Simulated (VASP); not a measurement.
# GaSb3 (Fm-3m) in VASP: single point with PBEsol

Aim: the single point of GaSb3 with PBEsol.

Program: VASP 6.6.1. These are calculated values, not measurements. Logs are shortened: lines on timing, memory, paths and dates and some standing lists are left out, and cuts for length are marked.

## 1. The cell of the first run

It takes space group Fm-3m (No. 225, cubic). Conventional cell: a = 7.293 Å, b = 7.293 Å, c = 7.293 Å, α = 90.00°, β = 90.00°, γ = 90.00°. Ga (site symmetry m-3m) has 14 Sb at 3.16 to 3.65 Å within 4.2 Å. Within 4.2 Å of Sb (site symmetry -43m) lie 4 Ga at 3.16 Å and 10 Sb at 3.16 to 3.65 Å. Sb (site symmetry m-3m) has 8 Sb at 3.16 Å and 6 Ga at 3.65 Å within 4.2 Å.

## 2. Single point, PBEsol

INCAR reads:

```
SYSTEM = GaSb3
ALGO = Normal
EDIFF = 1E-6
ENCUT = 520
GGA = PS
ISIF = 2
ISMEAR = 0
LASPH = .True.
LCHARG = .False.
LREAL = .False.
LWAVE = .False.
NBANDS = 22
NELM = 100
PREC = Accurate
SIGMA = 0.15
```

KPOINTS reads:

```
k-points
0
Gamma
  10 10 10
  0 0 0
```

POSCAR reads:

```
GaSb3
1.0
    0.0000000000      3.6466703981      3.6466703981
    3.6466703981      0.0000000000      3.6466703981
    3.6466703981      3.6466703981      0.0000000000
Ga Sb
1 3
Direct
    0.0000000000      0.0000000000      0.0000000000
    0.2500000000      0.2500000000      0.2500000000
    0.7500000000      0.7500000000      0.7500000000
    0.5000000000      0.5000000000      0.5000000000
```

Potentials or basis: VASP PAW PBE potentials, release 64 (Ga_d, Sb).

Started as:

```bash
$ cat potpaw_PBE.64/Ga_d/POTCAR potpaw_PBE.64/Sb/POTCAR > POTCAR
$ mpirun -np 1 vasp_std > vasp.out
```

OUTCAR:

```text
SYSTEM = GaSb3
   EDIFF = 1E-6
   ENCUT = 520
   GGA = PS
   ISIF = 2
   ISMEAR = 0
   LASPH = .True.
   LREAL = .False.
   NELM = 100
   PREC = Accurate

 ion  position               nearest neighbor table
   1  0.000  0.000  0.000-   2 3.16   3 3.16   3 3.16   3 3.16   3 3.16   2 3.16   2 3.16   2 3.16

   2  0.250  0.250  0.250-   1 3.16   4 3.16   1 3.16   1 3.16   1 3.16   4 3.16   4 3.16   4 3.16
                             3 3.65   3 3.65   3 3.65   3 3.65   3 3.65   3 3.65
   3  0.750  0.750  0.750-   1 3.16   4 3.16   4 3.16   4 3.16   4 3.16   1 3.16   1 3.16   1 3.16
                             2 3.65   2 3.65   2 3.65   2 3.65   2 3.65   2 3.65
   4  0.500  0.500  0.500-   2 3.16   3 3.16   2 3.16   2 3.16   2 3.16   3 3.16   3 3.16   3 3.16

  LATTYP: Found a face centered cubic cell.
 ALAT       =     7.2933407962

  Lattice vectors:

 A1 = (   0.0000000000,   3.6466703981,   3.6466703981)
 A2 = (   3.6466703981,   0.0000000000,   3.6466703981)
 A3 = (   3.6466703981,   3.6466703981,   0.0000000000)

Analysis of symmetry for initial positions (statically):
=====================================================================
 Subroutine PRICEL returns:
 Original cell was already a primitive cell.

 Routine SETGRP: Setting up the symmetry group for a
 face centered cubic supercell.

 Subroutine GETGRP returns: Found 48 space group operations
 (whereof 48 operations were pure point group operations)
 out of a pool of 48 trial point group operations.

The static configuration has the point symmetry O_h .

Analysis of symmetry for dynamics (positions and initial velocities):
=====================================================================
 Subroutine PRICEL returns:
 Original cell was already a primitive cell.

 Routine SETGRP: Setting up the symmetry group for a
 face centered cubic supercell.

 Subroutine GETGRP returns: Found 48 space group operations
 (whereof 48 operations were pure point group operations)
 out of a pool of 48 trial point group operations.

The dynamic configuration has the point symmetry O_h .

 Subroutine INISYM returns: Found 48 space group operations
 (whereof 48 operations are pure point group operations),
 and found     1 'primitive' translations

----------------------------------------------------------------------------------------

                                     Primitive cell

  volume of cell :      96.9883

  direct lattice vectors                    reciprocal lattice vectors
     0.000000000  3.646670398  3.646670398    -0.137111377  0.137111377  0.137111377
     3.646670398  0.000000000  3.646670398     0.137111377 -0.137111377  0.137111377
     3.646670398  3.646670398  0.000000000     0.137111377  0.137111377 -0.137111377

  length of vectors
     5.157170734  5.157170734  5.157170734     0.237483871  0.237483871  0.237483871

  position of ions in fractional coordinates (direct lattice)
     0.000000000  0.000000000  0.000000000
     0.250000000  0.250000000  0.250000000
     0.750000000  0.750000000  0.750000000
     0.500000000  0.500000000  0.500000000

  ion indices of the primitive-cell ions
   primitive index   ion index
                 1           1
                 2           2
                 3           3
                 4           4

----------------------------------------------------------------------------------------

 KPOINTS: k-points

Automatic generation of k-mesh.
 Grid dimensions read from file:
 generate k-points for:   10   10   10

 Generating k-lattice:

  Cartesian coordinates                     Fractional coordinates (reciprocal lattice)
    -0.013711138  0.013711138  0.013711138     0.100000000  0.000000000  0.000000000
     0.013711138 -0.013711138  0.013711138     0.000000000  0.100000000  0.000000000
     0.013711138  0.013711138 -0.013711138     0.000000000  0.000000000  0.100000000

  Length of vectors
     0.023748387  0.023748387  0.023748387

  Shift w.r.t. Gamma in fractional coordinates (k-lattice)
     0.000000000  0.000000000  0.000000000

 Subroutine IBZKPT returns following result:
 ===========================================

 Found     47 irreducible k-points:

 Following reciprocal coordinates:
            Coordinates               Weight
  0.000000  0.000000  0.000000      1.000000
  0.100000  0.000000  0.000000      8.000000
  0.200000  0.000000  0.000000      8.000000
  0.300000  0.000000  0.000000      8.000000
  0.400000  0.000000  0.000000      8.000000
  0.500000  0.000000  0.000000      4.000000
[... 16 lines left out ...]
  0.300000  0.300000  0.000000      6.000000
  0.400000  0.300000  0.000000     24.000000
 [... further k-points ...]
   k-points           NKPTS =     47   k-points in BZ     NKDIM =     47   number of bands    NBANDS=     22
   number of dos      NEDOS =    301   number of ions     NIONS =      4
   total plane-waves  NPLWV =  64000
   dimension x,y,z NGX =    40 NGY =   40 NGZ =   40
   dimension x,y,z NGXF=    80 NGYF=   80 NGZF=   80
   ions per type =               1   3
   NGX,Y,Z   is equivalent  to a cutoff of  12.89, 12.89, 12.89 a.u.
   NGXF,Y,Z  is equivalent  to a cutoff of  25.79, 25.79, 25.79 a.u.
 SYSTEM =  GaSb3
   PREC   = accura    normal or accurate (medium, high low for compatibility)
   ISTART =      0    job   : 0-new  1-cont  2-samecut
   ICHARG =      2    charge: 1-file 2-atom 10-const
   ISPIN  =      1    spin polarized calculation?
   LNONCOLLINEAR =      F non collinear calculations
   LSORBIT =      F    spin-orbit coupling
   LASPH  =      T    aspherical Exc in radial PAW
   ENCUT  =  520.0 eV  38.22 Ry    6.18 a.u.   9.59  9.59  9.59*2*pi/ulx,y,z
   NELM   =    100;   NELMIN=  2; NELMDL= -5     # of ELM steps
   EDIFF  = 0.1E-05   stopping-criterion for ELM
   LREAL  =      F    real-space projection
   EDIFFG = 0.1E-04   stopping-criterion for IOM
   NSW    =      0    number of steps for IOM
   IBRION =     -1    ionic relax: 0-MD 1-quasi-New 2-CG
   NFREE  =      0    steps in history (QN), initial steepest desc. (CG)
   ISIF   =      2    stress and relaxation
   ISYM   =      2    0-nonsym 1-usesym 2-fastsym
   POTIM  = 0.5000    time-step for ionic-motion
   TEBEG  =    0.0;   TEEND  =   0.0 temperature during run
   PSTRESS=    0.0 pullay stress
   NELECT =      28.0000    total number of electrons
   NUPDOWN=      -1.0000    fix difference up-down
   EMIN   =  10.00;   EMAX   =-10.00  energy-range for DOS
   EFERMI =   0.00;   METHOD = LEGACY
   ISMEAR =     0;   SIGMA  =   0.15  broadening in eV -4-tet -1-fermi 0-gaus
   EFERMI_NEDOS =   21; number of points for ismear=-14 and -15
   IALGO  =     38    algorithm
   IMIX   =      4    mixing-type and parameters
     AMIX     =   0.40;   BMIX     =  1.00
     AMIX_MAG =   1.60;   BMIX_MAG =  1.00
  volume/ion in A,a.u.               =      24.25       163.63
  Fermi-wavevector in a.u.,A,eV,Ry     =   1.081984  2.044654 15.928208  1.170690
  Thomas-Fermi vector in A             =   2.218015
   LORBIT       =      0    0 simple, 1 ext, 2 COOP (PROOUT), +10 PAW based schemes
   GGA     = PS    functional components
   LHFCALC =     F    Hartree Fock is set to
   AEXX    =    0.0000 exact exchange contribution
   IVDW    =     0    specifies the selected vdW correction
   LEPSILON=     F    determine dielectric tensor
   LRPA    =     F    only Hartree local field effects (RPA)
 non-spin polarized calculation
 Gauss-broadening in eV      SIGMA  =   0.15
  energy-cutoff  :      520.00
  volume of cell :       96.99
 maximum number of plane-waves:      2661
 NGX is ok and might be reduce to    40
   NGX = 19   NGY = 19   NGZ = 19

 number of electron      27.9999992 magnetization

 Free energy of the ion-electron system (eV)
  ---------------------------------------------------
  ext. energy  EPLUGINS =         0.00000000
  ---------------------------------------------------
  free energy    TOTEN  =       -16.40711084 eV

  energy without entropy =      -16.38577767  energy(sigma->0) =      -16.39644426

 E-fermi :   8.1037     XC(G=0): -10.6032

 val. band max:        8.0930300178   @ k =  -0.4000   0.5000   0.1000
 cond. band min:       8.1395441960   @ k =  -0.2000   0.3000   0.1000
 fundamental gap:      0.0465141782
 Fermi energy:         8.1036897147

 k-point     1 :       0.0000    0.0000    0.0000
  band No.  band energies     occupation
      1      -6.6254      2.00000
      2      -6.6254      2.00000
      3      -6.6254      2.00000
      4      -6.6088      2.00000
      5      -6.6088      2.00000
      6      -4.8266      2.00000
[... 14 lines left out ...]
     21      15.4428      0.00000
     22      15.4428      0.00000

 k-point     2 :       0.1000    0.0000    0.0000
  band No.  band energies     occupation
      1      -6.6260      2.00000
      2      -6.6251      2.00000
      3      -6.6251      2.00000
      4      -6.6089      2.00000
      5      -6.6089      2.00000
      6      -4.7442      2.00000
[... 14 lines left out ...]
     21      14.6783      0.00000
     22      15.2411      0.00000

 k-point     3 :       0.2000    0.0000    0.0000
  band No.  band energies     occupation
      1      -6.6279      2.00000
      2      -6.6243      2.00000
      3      -6.6243      2.00000
      4      -6.6091      2.00000
      5      -6.6091      2.00000
      6      -4.4985      2.00000
[... 14 lines left out ...]
     21      13.1440      0.00000
     22      14.5461      0.00000
[... 476 lines left out ...]
 k-point    23 :       0.3000    0.3000    0.0000
  band No.  band energies     occupation
      1      -6.6333      2.00000
      2      -6.6214      2.00000
      3      -6.6214      2.00000
      4      -6.6131      2.00000
      5      -6.6080      2.00000
      6      -3.8471      2.00000
[... 14 lines left out ...]
     21      12.5565      0.00000
     22      12.5565      0.00000

 k-point    24 :       0.4000    0.3000    0.0000
  band No.  band energies     occupation
      1      -6.6344      2.00000
      2      -6.6212      2.00000
      3      -6.6206      2.00000
      4      -6.6140      2.00000
      5      -6.6079      2.00000
      6      -3.4500      2.00000
[... 14 lines left out ...]
     21      12.7093      0.00000
     22      13.0266      0.00000

 [... further k-points ...]
[... 5 lines left out ...]
  --------------------------------------------------------------------------------------
  -------------------------------------------------------------------------------------
  Total        0.0178552      0.0178552      0.0178552     -0.0000000      0.0000000      0.0000000
  in kB        0.2949553      0.2949553      0.2949553     -0.0000000      0.0000000      0.0000000
  external PRESSURE =       0.2949553 kB  Pullay stress =       0.0000000 kB

 VOLUME and BASIS-vectors are now :
 -----------------------------------------------------------------------------
  energy-cutoff  :      520.00
  volume of cell :       96.99
      direct lattice vectors                 reciprocal lattice vectors
     0.000000000  3.646670398  3.646670398    -0.137111377  0.137111377  0.137111377
     3.646670398  0.000000000  3.646670398     0.137111377 -0.137111377  0.137111377
     3.646670398  3.646670398  0.000000000     0.137111377  0.137111377 -0.137111377

 POSITION                                       TOTAL-FORCE (eV/Angst)
 -----------------------------------------------------------------------------------
      0.00000      0.00000      0.00000         0.000000     -0.000000      0.000000
      1.82334      1.82334      1.82334        -0.000000     -0.000000      0.000000
      5.47001      5.47001      5.47001         0.000000      0.000000     -0.000000
      3.64667      3.64667      3.64667         0.000000     -0.000000      0.000000
 -----------------------------------------------------------------------------------
    total drift:                               -0.000000      0.000000      0.000000

  FREE ENERGIE OF THE ION-ELECTRON SYSTEM (eV)
  ---------------------------------------------------
  free  energy   TOTEN  =       -16.4071108406 eV

  energy  without entropy=      -16.3857776710  energy(sigma->0) =      -16.39644426
```

It took 60 s on 1 thread of Intel Xeon Platinum 8488C (Sapphire Rapids), shared host; peak memory 0.29 GiB.

Results:

```yaml
Free_energy: -16.4071 eV
Pressure: 0.0 GPa
Band_gap_on_the_k_mesh: zero (bands 14 and 15 overlap by 4.03 eV)
```

Caveat: the PAW data sets were made with another functional, which shifts forces and pressure a little; spin-orbit coupling is left out, which moves the levels of the heavy elements.
